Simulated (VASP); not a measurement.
# LaB6 in VASP: notebook, part 2 of 2

VASP 6.6.1. The steps go on from the part before.

**4. Single point, PBE (10.96 Å³/atom)**

This run uses another cell than the first one, of 10.96 Å³/atom.

INCAR

```
SYSTEM = LaB6
  PREC = Accurate
  ENCUT = 520
  EDIFF = 1E-6
  ISMEAR = 0
  SIGMA = 0.05
  LREAL = .False.
  LASPH = .True.
  NELM = 60
  ALGO = Normal
  ISIF = 2
  LWAVE = .False.
  LCHARG = .True.
  GGA = PE
  LELF = .True.
  LVHAR = .True.
  NBANDS = 24
```

KPOINTS

```
Automatic mesh
0
Gamma
  8 8 8
  0 0 0
```

POSCAR

```
LaB6
1.0
    4.2497447088      0.0000000000      0.0000000000
    0.0000000000      4.2497447088      0.0000000000
    0.0000000000      0.0000000000      4.2497447088
La B
1 6
Direct
    0.0000000000      0.0000000000      0.0000000000
    0.2008890506      0.5000000000      0.5000000000
    0.7991109494      0.5000000000      0.5000000000
    0.5000000000      0.5000000000      0.2008890506
    0.5000000000      0.5000000000      0.7991109494
    0.5000000000      0.2008890506      0.5000000000
    0.5000000000      0.7991109494      0.5000000000
```

The run is started by

```sh
$ cat potpaw_PBE.64/La/POTCAR potpaw_PBE.64/B/POTCAR > POTCAR
$ mpirun -np 1 vasp_std > vasp.out
```

Run time: 61 s. Hardware: 1 thread of Intel Xeon Platinum 8488C (Sapphire Rapids), shared host; peak memory 0.21 GiB.

Results (log left out):

```
Free energy            : -48.8807 eV
Pressure               : -10.5 GPa
Largest force          : 0.014 eV/Å
Band gap on the k mesh : zero (an odd number of electrons rules out a gap without spin polarisation)
```

Forces in eV/Å, atoms in the order of the input:
```
La   0.000  0.000  0.000
B   -0.014  0.000  0.000
B    0.014  0.000  0.000
B    0.000  0.000 -0.014
B    0.000  0.000  0.014
B    0.000 -0.014  0.000
B    0.000  0.014  0.000
```

Levels at points of the mesh, in eV from the Fermi level:
```tsv
k point	band 11	band 12	band 13	band 14	band 15	band 16	band 17	band 18
(0.00, 0.00, 0.00)	-6.75	-1.79	-1.79	-1.79	0.25	0.25	0.25	1.41
(0.50, 0.00, 0.00)	-3.33	-3.33	-3.06	-2.24	-1.44	1.29	1.46	1.46
(0.50, 0.50, 0.00)	-4.19	-4.19	-2.77	-2.77	0.93	0.93	1.69	1.71
(0.50, 0.50, 0.50)	-4.60	-2.32	-2.32	-2.32	1.29	1.54	1.54	1.54
```

Caveat: the cell stands under tension; spin-orbit coupling is left out, which moves the levels of the heavy elements.

**5. Single point, PBE (11.27 Å³/atom)**

This run uses another cell than the first one, of 11.27 Å³/atom.

INCAR

```
ALGO = Normal
EDIFF = 1E-7
ENCUT = 520
GGA = PE
ISIF = 2
ISMEAR = 0
LASPH = True
LCHARG = True
LELF = True
LREAL = False
LVHAR = True
LWAVE = False
NBANDS = 24
NELM = 80
PREC = Accurate
SIGMA = 0.05
```

KPOINTS

```
k-points
0
Gamma
  8 8 8
```

POSCAR

```
LaB6
1.0
    4.2890964357      0.0000000000      0.0000000000
    0.0000000000      4.2890964357      0.0000000000
    0.0000000000      0.0000000000      4.2890964357
La B
1 6
Direct
    0.0000000000      0.0000000000      0.0000000000
    0.2013915477      0.5000000000      0.5000000000
    0.7986084523      0.5000000000      0.5000000000
    0.5000000000      0.5000000000      0.2013915477
    0.5000000000      0.5000000000      0.7986084523
    0.5000000000      0.2013915477      0.5000000000
    0.5000000000      0.7986084523      0.5000000000
```

The run is started by

```sh
$ cat potpaw_PBE.64/La/POTCAR potpaw_PBE.64/B/POTCAR > POTCAR
$ mpirun -np 1 vasp_std > vasp.out
```

It took 64 s on 1 thread of Intel Xeon Platinum 8488C (Sapphire Rapids), shared host; peak memory 0.21 GiB.

The run converged. Its results:

| Item | Value |
| --- | --- |
| Free energy | -48.7169 eV |
| Pressure | -14.0 GPa |
| Largest force | 0.013 eV/Å |
| Band gap on the k mesh | zero (an odd number of electrons rules out a gap without spin polarisation) |

Forces in eV/Å, atoms in the order of the input:
```
La   0.000  0.000  0.000
B   -0.013  0.000  0.000
B    0.013  0.000  0.000
B    0.000  0.000 -0.013
B    0.000  0.000  0.013
B    0.000 -0.013  0.000
B    0.000  0.013  0.000
```

Levels at points of the mesh, in eV from the Fermi level:
```
           k point  band 10  band 11  band 12  band 13  band 14  band 15  band 16  band 17  band 18  band 19
(0.00, 0.00, 0.00)    -6.68    -6.68    -1.79    -1.79    -1.79     0.25     0.25     0.25     1.36     1.36
(0.50, 0.00, 0.00)    -6.26    -3.29    -3.29    -3.02    -2.17    -1.44     1.20     1.40     1.40     1.55
(0.50, 0.50, 0.00)    -5.77    -4.12    -4.12    -2.74    -2.74     0.87     0.87     1.57     1.60     1.60
(0.50, 0.50, 0.50)    -4.57    -4.57    -2.31    -2.31    -2.31     1.20     1.43     1.43     1.43     1.44
```

Caveat: the cell stands under tension; spin-orbit coupling is left out, which moves the levels of the heavy elements.

**6. Single point, PBE**

This run uses another cell than the first one, of 10.04 Å³/atom.

INCAR

```
SYSTEM = LaB6
ALGO     = Normal         ! electronic algorithm
EDIFF    = 1E-6           ! SCF threshold, eV
ENCUT    = 520            ! plane-wave cutoff, eV
GGA      = PE             ! functional
ISIF     = 2              ! what is computed and relaxed
ISMEAR   = 0              ! smearing method
LASPH    = .True.         ! aspherical terms in the spheres
LCHARG   = .True.         ! write CHGCAR
LELF     = .True.         ! ELF
LREAL    = .False.        ! projectors in reciprocal space
LVHAR    = .True.       
LWAVE    = .False.        ! write WAVECAR
NBANDS   = 24             ! bands
NELM     = 80             ! most SCF steps
PREC     = Accurate       ! precision mode
SIGMA    = 0.05           ! smearing width, eV
```

KPOINTS

```
k-points
0
Gamma
  8 8 8
  0 0 0
```

POSCAR

```
LaB6
1.0
    4.1549734142      0.0000000000      0.0000000000
    0.0000000000      4.0718739459      0.0000000000
    0.0000000000      0.0000000000      4.1549734142
La B
1 6
Direct
    0.0000000000      0.0000000000      0.0000000000
    0.1998455931      0.5000000000      0.5000000000
    0.8001544069      0.5000000000      0.5000000000
    0.5000000000      0.5000000000      0.1998455931
    0.5000000000      0.5000000000      0.8001544069
    0.5000000000      0.1998455931      0.5000000000
    0.5000000000      0.8001544069      0.5000000000
```

Potentials or basis: VASP PAW PBE potentials, release 64 (La, B).

The run is started by

```sh
$ cat potpaw_PBE.64/La/POTCAR potpaw_PBE.64/B/POTCAR > POTCAR
$ mpirun -np 1 vasp_std > vasp.out
```

Run time: 1.9 min. Hardware: 1 thread of Intel Xeon Platinum 8488C (Sapphire Rapids), shared host; peak memory 0.27 GiB.

It converged, with:

```
Free energy            : -49.0094 eV
Pressure               : 3.7 GPa
Largest force          : 0.103 eV/Å
Band gap on the k mesh : zero (an odd number of electrons rules out a gap without spin polarisation)
```

Forces in eV/Å, atoms in the order of the input:
```
La   0.000  0.000  0.000
B   -0.082  0.000  0.000
B    0.082  0.000  0.000
B    0.000  0.000 -0.082
B    0.000  0.000  0.082
B    0.000 -0.103  0.000
B    0.000  0.103  0.000
```

Stress tensor (GPa, compression positive):
```
0.49 0.00 0.00
0.00 9.98 0.00
0.00 0.00 0.49
```

Levels at points of the mesh, in eV from the Fermi level:
```tsv
k point	band 10	band 11	band 12	band 13	band 14	band 15	band 16	band 17	band 18	band 19
(0.00, 0.00, 0.00)	-7.01	-6.87	-1.94	-1.77	-1.77	0.27	0.27	0.29	1.45	1.77
(0.50, 0.00, 0.00)	-6.40	-3.43	-3.36	-3.26	-2.44	-1.40	1.55	1.71	1.84	2.03
(0.00, 0.50, 0.00)	-6.45	-3.49	-3.49	-2.94	-2.49	-1.52	1.49	1.49	1.59	2.05
(0.50, 0.50, 0.00)	-6.19	-4.51	-4.49	-2.93	-2.65	1.08	1.14	2.07	2.08	2.10
(0.50, 0.00, 0.50)	-6.16	-4.35	-4.35	-2.96	-2.96	1.11	1.11	2.06	2.10	2.10
(0.50, 0.50, 0.50)	-4.71	-4.60	-2.45	-2.45	-2.13	1.56	1.84	1.87	1.87	1.87
```

Caveat: the stress differs along the axes, from 0 to 10 GPa; spin-orbit coupling is left out, which moves the levels of the heavy elements.

**7. Single point, PBE**

This run uses another cell than the first one, of 10.14 Å³/atom.

INCAR

```
  PREC = Accurate
  ENCUT = 520
  EDIFF = 1E-7
  ISMEAR = 0
  SIGMA = 0.05
  LREAL = False
  LASPH = True
  NELM = 100
  ALGO = Normal
  ISIF = 2
  LWAVE = False
  LCHARG = False
  GGA = PE
  NBANDS = 24
```

KPOINTS

```
Automatic mesh
0
Gamma
  8 8 8
```

POSCAR, as its differences from that of step 6:

```diff
@@ -3,4 +3,4 @@
     4.1549734142      0.0000000000      0.0000000000
-    0.0000000000      4.0718739459      0.0000000000
-    0.0000000000      0.0000000000      4.1549734142
+    0.0000000000      4.1549734142      0.0000000000
+    0.0000000000      0.0000000000      4.1134236801
 La B
```

The run is started by

```sh
$ cat potpaw_PBE.64/La/POTCAR potpaw_PBE.64/B/POTCAR > POTCAR
$ mpirun -np 1 vasp_std > vasp.out
```

Wall time 2 min (1 thread of Intel Xeon Platinum 8488C (Sapphire Rapids), shared host); peak memory 0.27 GiB.

Results (log left out):

* Free energy: -49.0428 eV
* Pressure: 1.7 GPa
* Largest force: 0.066 eV/Å
* Band gap on the k mesh: zero (an odd number of electrons rules out a gap without spin polarisation)

Forces on the atoms (eV/Å):
```
La   0.000  0.000  0.000
B   -0.048  0.000  0.000
B    0.048  0.000  0.000
B    0.000  0.000 -0.066
B    0.000  0.000  0.066
B    0.000 -0.048  0.000
B    0.000  0.048  0.000
```

Stress tensor (GPa, compression positive):
```
0.16 0.00 0.00
0.00 0.16 0.00
0.00 0.00 4.80
```

Levels at points of the mesh, in eV from the Fermi level:
```tsv
k point	band 12	band 13	band 14	band 15	band 16	band 17
(0.00, 0.00, 0.00)	-1.87	-1.79	-1.79	0.27	0.27	0.28
(0.50, 0.00, 0.00)	-3.38	-3.19	-2.43	-1.41	1.53	1.67
(0.50, 0.50, 0.00)	-4.37	-2.89	-2.89	1.09	1.09	2.02
(0.00, 0.00, 0.50)	-3.45	-3.04	-2.45	-1.47	1.55	1.56
(0.50, 0.00, 0.50)	-4.44	-2.88	-2.74	1.07	1.11	2.02
(0.50, 0.50, 0.50)	-2.40	-2.40	-2.24	1.53	1.82	1.83
```

Caveat: spin-orbit coupling is left out, which moves the levels of the heavy elements.

**8. Overview**

```csv
cell,gap on the mesh (eV),pressure (GPa),largest force (eV/Å)
"a = 4.182 Å, 7 atoms, atomic positions A",none,-3.4,0.02
"a = 4.210 Å, 7 atoms, atomic positions B",none,-6.4,0.01
"a = 4.250 Å, 7 atoms, atomic positions C",none,-10.5,0.01
"a = 4.289 Å, 7 atoms, atomic positions D",none,-14.0,0.01
"a = 4.155, b = 4.072 Å, 7 atoms, atomic positions E",none,3.7,0.10
"a = 4.155, b = 4.155, c = 4.113 Å, 7 atoms, atomic positions E",none,1.7,0.07
```

Alike in all rows: task single point; level PBE; potentials or basis VASP PAW PBE potentials, release 64 (La, B); no spin polarisation; k mesh 8 × 8 × 8; cutoff (eV) 520; smearing gaussian 0.05 eV.

Caveats: spin-orbit coupling is left out, which moves the levels of the heavy elements; the cell stands under tension (at least some runs); the stress differs along the axes, from 0 to 10 GPa (at least some runs).

Absolute energies hang on the potentials; compare differences alone.
